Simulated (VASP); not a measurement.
# AlAs in VASP: a series of runs

AlAs is run at these levels: PBEsol; tasks: single point.

Program: VASP 6.6.1. These are calculated values, not measurements. Logs are shortened: lines on timing, memory, paths and dates and some standing lists are left out, and cuts for length are marked.

### 1 The cell of the first run

Symmetry: F-43m, No. 216, cubic system. The conventional cell has a = 5.378 Å, b = 5.378 Å, c = 5.378 Å, α = 90.00°, β = 90.00°, γ = 90.00°. Within 3.1 Å of Al (site symmetry -43m) lie 4 As at 2.33 Å. Within 3.1 Å of As (site symmetry -43m) lie 4 Al at 2.33 Å.

### 2 Single point, PBEsol (strain -0.050 along x and y, -0.050 along z)

INCAR

```
PREC = Accurate ; ENCUT = 500
EDIFF = 1E-6 ; ISMEAR = 0
SIGMA = 0.05 ; LREAL = False
LASPH = True ; NELM = 120
ALGO = Normal ; ISIF = 2
LWAVE = False ; LCHARG = False
GGA = PS ; NBANDS = 11
GGA_COMPAT = False
```

KPOINTS

```
regular mesh
0
Gamma
  8 8 8
```

POSCAR

```
AlAs
1.0
    0.0000000000      2.6888800000      2.6888800000
    2.6888800000      0.0000000000      2.6888800000
    2.6888800000      2.6888800000      0.0000000000
Al As
1 1
Direct
    0.0000000000      0.0000000000      0.0000000000
    0.7500000000      0.7500000000      0.7500000000
```

Potentials or basis: VASP PAW PBE potentials, release 64 (Al, As).

Started as:

```bash
$ cat potpaw_PBE.64/Al/POTCAR potpaw_PBE.64/As/POTCAR > POTCAR
$ mpirun -np 1 vasp_std > vasp.out
```

OUTCAR:

```text
PREC = Accurate
   ENCUT = 500
   EDIFF = 1E-6
   ISMEAR = 0
   LREAL = False
   LASPH = True
   NELM = 120
   ISIF = 2
   GGA = PS

 ion  position               nearest neighbor table
   1  0.000  0.000  0.000-   2 2.33   2 2.33   2 2.33   2 2.33
   2  0.750  0.750  0.750-   1 2.33   1 2.33   1 2.33   1 2.33

  LATTYP: Found a face centered cubic cell.
 ALAT       =     5.3777600000

  Lattice vectors:

 A1 = (   0.0000000000,   2.6888800000,   2.6888800000)
 A2 = (   2.6888800000,   0.0000000000,   2.6888800000)
 A3 = (   2.6888800000,   2.6888800000,   0.0000000000)

Analysis of symmetry for initial positions (statically):
=====================================================================
 Subroutine PRICEL returns:
 Original cell was already a primitive cell.

 Routine SETGRP: Setting up the symmetry group for a
 face centered cubic supercell.

 Subroutine GETGRP returns: Found 24 space group operations
 (whereof 24 operations were pure point group operations)
 out of a pool of 48 trial point group operations.

The static configuration has the point symmetry T_d .

Analysis of symmetry for dynamics (positions and initial velocities):
=====================================================================
 Subroutine PRICEL returns:
 Original cell was already a primitive cell.

 Routine SETGRP: Setting up the symmetry group for a
 face centered cubic supercell.

 Subroutine GETGRP returns: Found 24 space group operations
 (whereof 24 operations were pure point group operations)
 out of a pool of 48 trial point group operations.

The dynamic configuration has the point symmetry T_d .

 Subroutine INISYM returns: Found 24 space group operations
 (whereof 24 operations are pure point group operations),
 and found     1 'primitive' translations

----------------------------------------------------------------------------------------

                                     Primitive cell

  volume of cell :      38.8816

  direct lattice vectors                    reciprocal lattice vectors
     0.000000000  2.688880000  2.688880000    -0.185951028  0.185951028  0.185951028
     2.688880000  0.000000000  2.688880000     0.185951028 -0.185951028  0.185951028
     2.688880000  2.688880000  0.000000000     0.185951028  0.185951028 -0.185951028

  length of vectors
     3.802650564  3.802650564  3.802650564     0.322076628  0.322076628  0.322076628

  position of ions in fractional coordinates (direct lattice)
     0.000000000  0.000000000  0.000000000
     0.750000000  0.750000000  0.750000000

  ion indices of the primitive-cell ions
   primitive index   ion index
                 1           1
                 2           2

----------------------------------------------------------------------------------------

 KPOINTS: regular mesh

Automatic generation of k-mesh.
 Grid dimensions read from file:
 generate k-points for:    8    8    8

 Generating k-lattice:

  Cartesian coordinates                     Fractional coordinates (reciprocal lattice)
    -0.023243878  0.023243878  0.023243878     0.125000000  0.000000000  0.000000000
     0.023243878 -0.023243878  0.023243878     0.000000000  0.125000000  0.000000000
     0.023243878  0.023243878 -0.023243878     0.000000000  0.000000000  0.125000000

  Length of vectors
     0.040259579  0.040259579  0.040259579

  Shift w.r.t. Gamma in fractional coordinates (k-lattice)
     0.000000000  0.000000000  0.000000000

 Subroutine IBZKPT returns following result:
 ===========================================

 Found     29 irreducible k-points:

 Following reciprocal coordinates:
            Coordinates               Weight
  0.000000  0.000000  0.000000      1.000000
  0.125000  0.000000  0.000000      8.000000
  0.250000  0.000000  0.000000      8.000000
  0.375000  0.000000  0.000000      8.000000
  0.500000  0.000000  0.000000      4.000000
  0.125000  0.125000  0.000000      6.000000
[... 16 lines left out ...]
  0.500000  0.250000  0.125000     48.000000
 -0.375000  0.250000  0.125000     24.000000
 [... further k-points ...]
   k-points           NKPTS =     29   k-points in BZ     NKDIM =     29   number of bands    NBANDS=     11
   number of dos      NEDOS =    301   number of ions     NIONS =      2
   total plane-waves  NPLWV =  21952
   dimension x,y,z NGX =    28 NGY =   28 NGZ =   28
   dimension x,y,z NGXF=    56 NGYF=   56 NGZF=   56
   ions per type =               1   1
   NGX,Y,Z   is equivalent  to a cutoff of  12.24, 12.24, 12.24 a.u.
   NGXF,Y,Z  is equivalent  to a cutoff of  24.48, 24.48, 24.48 a.u.
 SYSTEM =  unknown system
   PREC   = accura    normal or accurate (medium, high low for compatibility)
   ISTART =      0    job   : 0-new  1-cont  2-samecut
   ICHARG =      2    charge: 1-file 2-atom 10-const
   ISPIN  =      1    spin polarized calculation?
   LNONCOLLINEAR =      F non collinear calculations
   LSORBIT =      F    spin-orbit coupling
[... 32 lines left out ...]
   LEPSILON=     F    determine dielectric tensor
   LRPA    =     F    only Hartree local field effects (RPA)
 non-spin polarized calculation
 Gauss-broadening in eV      SIGMA  =   0.05
  energy-cutoff  :      500.00
  volume of cell :       38.88
 maximum number of plane-waves:       999
   NGX = 13   NGY = 13   NGZ = 13

 number of electron       7.9999999 magnetization

 Free energy of the ion-electron system (eV)
  ---------------------------------------------------
  ext. energy  EPLUGINS =         0.00000000
  ---------------------------------------------------
  free energy    TOTEN  =        -9.74621990 eV

  energy without entropy =       -9.74621990  energy(sigma->0) =       -9.74621990

 E-fermi :   5.4109     XC(G=0):  -9.8010

 val. band max:        5.2099408649   @ k =   0.0000   0.0000   0.0000
 cond. band min:       6.2212653528   @ k =   0.5000   0.5000   0.0000
 fundamental gap:      1.0113244879
 Fermi energy:         5.4109092989

 k-point     1 :       0.0000    0.0000    0.0000
  band No.  band energies     occupation
      1      -7.6245      2.00000
      2       5.2099      2.00000
      3       5.2099      2.00000
      4       5.2099      2.00000
      5       8.4458      0.00000
      6       9.7396      0.00000
      7       9.7396      0.00000
      8       9.7396      0.00000
      9      14.5044      0.00000
     10      14.5044      0.00000
     11      14.8273      0.00000

 k-point     2 :       0.1250    0.0000    0.0000
  band No.  band energies     occupation
      1      -7.4391      2.00000
      2       3.7202      2.00000
      3       5.0226      2.00000
      4       5.0226      2.00000
      5       8.8644      0.00000
      6      10.0648      0.00000
      7      10.0648      0.00000
      8      10.4906      0.00000
      9      13.7791      0.00000
     10      13.7791      0.00000
     11      15.4634      0.00000

 k-point     3 :       0.2500    0.0000    0.0000
  band No.  band energies     occupation
      1      -6.9162      2.00000
      2       1.4836      2.00000
      3       4.6601      2.00000
      4       4.6601      2.00000
      5       8.4175      0.00000
      6      10.3684      0.00000
      7      10.3684      0.00000
      8      12.5549      0.00000
      9      13.7147      0.00000
     10      13.7147      0.00000
     11      14.9675      0.00000

 k-point     4 :       0.3750    0.0000    0.0000
  band No.  band energies     occupation
      1      -6.2108      2.00000
      2      -0.3558      2.00000
      3       4.3761      2.00000
      4       4.3761      2.00000
      5       8.0274      0.00000
      6      10.1007      0.00000
      7      10.1007      0.00000
      8      13.1895      0.00000
      9      15.2797      0.00000
     10      15.2797      0.00000
     11      16.0330      0.00000
[... 239 lines left out ...]
 k-point    22 :       0.3750    0.2500    0.1250
  band No.  band energies     occupation
      1      -6.4732      2.00000
      2       1.1601      2.00000
      3       2.8857      2.00000
      4       4.0769      2.00000
      5       8.8923      0.00000
      6      10.0778      0.00000
      7      10.6543      0.00000
      8      12.3024      0.00000
      9      13.9961      0.00000
     10      16.4117      0.00000
     11      18.1521      0.00000

 k-point    23 :       0.5000    0.2500    0.1250
  band No.  band energies     occupation
      1      -5.8272      2.00000
      2      -0.0861      2.00000
      3       2.2394      2.00000
      4       3.6027      2.00000
      5       9.0129      0.00000
      6       9.9687      0.00000
      7      11.4045      0.00000
      8      12.5778      0.00000
      9      15.3109      0.00000
     10      16.5085      0.00000
     11      18.1300      0.00000

 k-point    24 :      -0.3750    0.2500    0.1250
  band No.  band energies     occupation
      1      -5.4726      2.00000
      2      -0.7127      2.00000
      3       2.0937      2.00000
      4       3.3731      2.00000
      5       9.0272      0.00000
      6       9.6455      0.00000
      7      12.4550      0.00000
      8      13.4281      0.00000
      9      14.1943      0.00000
     10      16.7592      0.00000
     11      18.4639      0.00000

 [... further k-points ...]
[... 5 lines left out ...]
  --------------------------------------------------------------------------------------
  -------------------------------------------------------------------------------------
  Total        4.0925353      4.0925353      4.0925353      0.0000000     -0.0000000      0.0000000
  in kB      168.6392874    168.6392874    168.6392874      0.0000000     -0.0000000      0.0000000
  external PRESSURE =     168.6392874 kB  Pullay stress =       0.0000000 kB

 VOLUME and BASIS-vectors are now :
 -----------------------------------------------------------------------------
  energy-cutoff  :      500.00
  volume of cell :       38.88
      direct lattice vectors                 reciprocal lattice vectors
     0.000000000  2.688880000  2.688880000    -0.185951028  0.185951028  0.185951028
     2.688880000  0.000000000  2.688880000     0.185951028 -0.185951028  0.185951028
     2.688880000  2.688880000  0.000000000     0.185951028  0.185951028 -0.185951028

 POSITION                                       TOTAL-FORCE (eV/Angst)
 -----------------------------------------------------------------------------------
      0.00000      0.00000      0.00000         0.000000     -0.000000     -0.000000
      4.03332      4.03332      4.03332        -0.000000      0.000000      0.000000
 -----------------------------------------------------------------------------------
    total drift:                               -0.000000     -0.000000     -0.000000

  FREE ENERGIE OF THE ION-ELECTRON SYSTEM (eV)
  ---------------------------------------------------
  free  energy   TOTEN  =        -9.7462199025 eV

  energy  without entropy=       -9.7462199024  energy(sigma->0) =       -9.74621990
```

It took 6.5 s on 1 thread of AMD EPYC 9R45 (Zen 5), shared host; peak memory 0.13 GiB.

Results:

| Quantity | Value |
| --- | --- |
| Free energy | -9.7462 eV |
| Pressure | 16.9 GPa |
| Band gap on the k mesh | 1.01 eV, indirect (least direct gap 3.24 eV) |

Caveat: the cell differs from its parent crystal (strain -0.050 along x and y, -0.050 along z); the PAW data sets were made with another functional, which shifts forces and pressure a little.

### 3 Single point, PBEsol (strain -0.025 along x and y, -0.025 along z)

INCAR

```
SYSTEM = AlAs
PREC     = Accurate       ! precision mode
ENCUT    = 500            ! plane-wave cutoff, eV
EDIFF    = 1E-6           ! SCF threshold, eV
ISMEAR   = 0              ! smearing method
SIGMA    = 0.05           ! smearing width, eV
LREAL    = .FALSE.        ! projectors in reciprocal space
LASPH    = .TRUE.         ! aspherical terms in the spheres
NELM     = 120            ! most SCF steps
ALGO     = Normal         ! electronic algorithm
ISIF     = 2              ! what is computed and relaxed
LWAVE    = .FALSE.        ! write WAVECAR
LCHARG   = .FALSE.        ! write CHGCAR
GGA      = PS             ! functional
NBANDS   = 11             ! bands
GGA_COMPAT= .FALSE.
```

KPOINTS

```
Automatic mesh
0
G
  8 8 8
  0 0 0
```

POSCAR

```
AlAs
1.0
    0.0000000000      2.7596400000      2.7596400000
    2.7596400000      0.0000000000      2.7596400000
    2.7596400000      2.7596400000      0.0000000000
Al As
1 1
Direct
    0.0000000000      0.0000000000      0.0000000000
    0.7500000000      0.7500000000      0.7500000000
```

Potentials or basis: VASP PAW PBE potentials, release 64 (Al, As).

Started as:

```bash
$ cat potpaw_PBE.64/Al/POTCAR potpaw_PBE.64/As/POTCAR > POTCAR
$ mpirun -np 1 vasp_std > vasp.out
```

Wall time 6.6 s (1 thread of AMD EPYC 9R45 (Zen 5), shared host); peak memory 0.13 GiB.

The run converged. Its results:

| Property | Result |
| --- | --- |
| Free energy | -9.9810 eV |
| Pressure | 7.6 GPa |
| Band gap on the k mesh | 1.18 eV, indirect (least direct gap 2.59 eV) |

Levels at points of the mesh, in eV from the valence-band top:
| k point | band 2 | band 3 | band 4 | band 5 | band 6 | band 7 |
| --- | --- | --- | --- | --- | --- | --- |
| (0.00, 0.00, 0.00) | 0.00 | 0.00 | 0.00 | 2.59 | 4.39 | 4.39 |
| (0.50, 0.00, 0.00) | -5.96 | -0.88 | -0.88 | 2.37 | 4.68 | 4.68 |
| (0.50, 0.50, 0.00) | -5.72 | -2.36 | -2.36 | 1.18 | 2.21 | 10.87 |

Caveat: the cell differs from its parent crystal (strain -0.025 along x and y, -0.025 along z); the PAW data sets were made with another functional, which shifts forces and pressure a little. A k mesh can miss the band edges.

### 4 Single point, PBEsol (strain +0.025 along x and y, +0.025 along z)

INCAR

```
SYSTEM = AlAs
PREC = Accurate
ENCUT = 500
EDIFF = 1E-6
ISMEAR = 0
SIGMA = 0.05
LREAL = .False.
LASPH = .True.
NELM = 120
ALGO = Normal
ISIF = 2
LWAVE = .False.
LCHARG = .False.
GGA = PS
NBANDS = 11
GGA_COMPAT = .False.
```

KPOINTS

```
regular mesh
0
Gamma
  8 8 8
  0 0 0
```

POSCAR

```
AlAs
1.0
    0.0000000000      2.9011600000      2.9011600000
    2.9011600000      0.0000000000      2.9011600000
    2.9011600000      2.9011600000      0.0000000000
Al As
1 1
Direct
    0.0000000000      0.0000000000      0.0000000000
    0.7500000000      0.7500000000      0.7500000000
```

Started as:

```bash
$ cat potpaw_PBE.64/Al/POTCAR potpaw_PBE.64/As/POTCAR > POTCAR
$ mpirun -np 1 vasp_std > vasp.out
```

It took 7.6 s on 1 thread of AMD EPYC 9R45 (Zen 5), shared host; peak memory 0.14 GiB.

It converged, with:

```yaml
Free_energy: -10.0258 eV
Pressure: -4.0 GPa
Band_gap_on_the_k_mesh: 1.41 eV, direct
```

Levels at points of the mesh, in eV from the valence-band top:
| k point | band 1 | band 2 | band 3 | band 4 | band 5 | band 6 | band 7 | band 8 |
| --- | --- | --- | --- | --- | --- | --- | --- | --- |
| (0.00, 0.00, 0.00) | -11.49 | 0.00 | 0.00 | 0.00 | 1.41 | 4.14 | 4.14 | 4.14 |
| (0.50, 0.00, 0.00) | -10.23 | -5.29 | -0.77 | -0.77 | 1.81 | 4.57 | 4.57 | 7.43 |
| (0.50, 0.50, 0.00) | -9.75 | -5.19 | -2.02 | -2.02 | 1.44 | 2.21 | 9.71 | 9.71 |

Caveat: the cell differs from its parent crystal (strain +0.025 along x and y, +0.025 along z); the PAW data sets were made with another functional, which shifts forces and pressure a little. A k mesh can miss the band edges.

### 5 Single point, PBEsol (strain +0.050 along x and y, +0.050 along z)

INCAR

```
SYSTEM = AlAs
PREC = Accurate
ENCUT = 500
EDIFF = 1E-6
ISMEAR = 0
SIGMA = 0.05
LREAL = .FALSE.
LASPH = .TRUE.
NELM = 120
ALGO = Normal
ISIF = 2
LWAVE = .FALSE.
LCHARG = .FALSE.
GGA = PS
NBANDS = 11
GGA_COMPAT = .FALSE.
```

KPOINTS

```
regular mesh
0
G
  8 8 8
  0 0 0
```

POSCAR

```
AlAs
1.0
    0.0000000000      2.9719200000      2.9719200000
    2.9719200000      0.0000000000      2.9719200000
    2.9719200000      2.9719200000      0.0000000000
Al As
1 1
Direct
    0.0000000000      0.0000000000      0.0000000000
    0.7500000000      0.7500000000      0.7500000000
```

Started as:

```bash
$ cat potpaw_PBE.64/Al/POTCAR potpaw_PBE.64/As/POTCAR > POTCAR
$ mpirun -np 1 vasp_std > vasp.out
```

Wall time 8.2 s (1 thread of AMD EPYC 9R45 (Zen 5), shared host); peak memory 0.15 GiB.

Results (log left out):

```
Free energy            : -9.8945 eV
Pressure               : -7.3 GPa
Band gap on the k mesh : 0.89 eV, direct
```

Levels at points of the mesh, in eV from the valence-band top:
```csv
k point,band 1,band 2,band 3,band 4,band 5,band 6,band 7,band 8,band 9
"(0.00, 0.00, 0.00)",-11.13,0.00,0.00,0.00,0.89,4.02,4.02,4.02,7.96
"(0.50, 0.00, 0.00)",-10.02,-5.00,-0.72,-0.72,1.56,4.51,4.51,7.26,9.92
"(0.50, 0.50, 0.00)",-9.61,-4.97,-1.88,-1.88,1.54,2.18,9.17,9.17,10.19
```

Caveat: the cell differs from its parent crystal (strain +0.050 along x and y, +0.050 along z); the PAW data sets were made with another functional, which shifts forces and pressure a little.

### 6 Single point, PBEsol (strain -0.050 along x and y, -0.025 along z)

INCAR

```
PREC = Accurate ; ENCUT = 500
EDIFF = 1E-6 ; ISMEAR = 0
SIGMA = 0.05 ; LREAL = F
LASPH = T ; NELM = 120
ALGO = Normal ; ISIF = 2
LWAVE = F ; LCHARG = F
GGA = PS ; NBANDS = 11
GGA_COMPAT = F
```

KPOINTS

```
Automatic mesh
0
Gamma
  8 8 8
```

POSCAR

```
AlAs
1.0
    0.0000000000      2.6888800000      2.7596400000
    2.6888800000      0.0000000000      2.7596400000
    2.6888800000      2.6888800000      0.0000000000
Al As
1 1
Direct
    0.0000000000      0.0000000000      0.0000000000
    0.7500000000      0.7500000000      0.7500000000
```

Potentials or basis: VASP PAW PBE potentials, release 64 (Al, As).

Started as:

```bash
$ cat potpaw_PBE.64/Al/POTCAR potpaw_PBE.64/As/POTCAR > POTCAR
$ mpirun -np 1 vasp_std > vasp.out
```

It took 12 s on 1 thread of AMD EPYC 9R45 (Zen 5), shared host; peak memory 0.14 GiB.

It converged, with:

```
Free energy            : -9.8402 eV
Pressure               : 13.4 GPa
Band gap on the k mesh : 0.98 eV, indirect (least direct gap 2.96 eV)
```

Stress tensor (GPa, compression positive):
```
13.85  0.00  0.00
 0.00 13.85  0.00
 0.00  0.00 12.59
```

Levels at points of the mesh, in eV from the valence-band top:
```tsv
k point	band 2	band 3	band 4	band 5	band 6	band 7
(0.00, 0.00, 0.00)	-0.14	0.00	0.00	2.96	4.43	4.43
(0.50, 0.00, 0.00)	-6.27	-1.09	-0.84	2.50	4.56	4.79
(0.50, 0.50, 0.00)	-6.10	-2.40	-2.40	1.12	2.32	11.26
(0.50, 0.00, 0.50)	-5.91	-2.60	-2.60	0.98	2.07	10.85
```

Caveat: the cell differs from its parent crystal (strain -0.050 along x and y, -0.025 along z); the PAW data sets were made with another functional, which shifts forces and pressure a little.

### 7 The runs side by side

```tsv
cell	gap on the mesh (eV)	pressure (GPa)
a = 3.803 Å, angles 60.0°, 2 atoms	1.01	16.9
a = 3.903 Å, angles 60.0°, 2 atoms	1.18	7.6
a = 4.103 Å, angles 60.0°, 2 atoms	1.41	-4.0
a = 4.203 Å, angles 60.0°, 2 atoms	0.89	-7.3
a = 3.853, b = 3.853, c = 3.803 Å, angles 60.4, 60.4, 59.1°, 2 atoms	0.98	13.4
```

Alike in all rows: task single point; level PBEsol; potentials or basis VASP PAW PBE potentials, release 64 (Al, As); no spin polarisation; k mesh 8 × 8 × 8; cutoff (eV) 500; smearing gaussian 0.05 eV.

Caveats: the PAW data sets were made with another functional, which shifts forces and pressure a little.

Absolute energies hang on the potentials; compare differences alone.
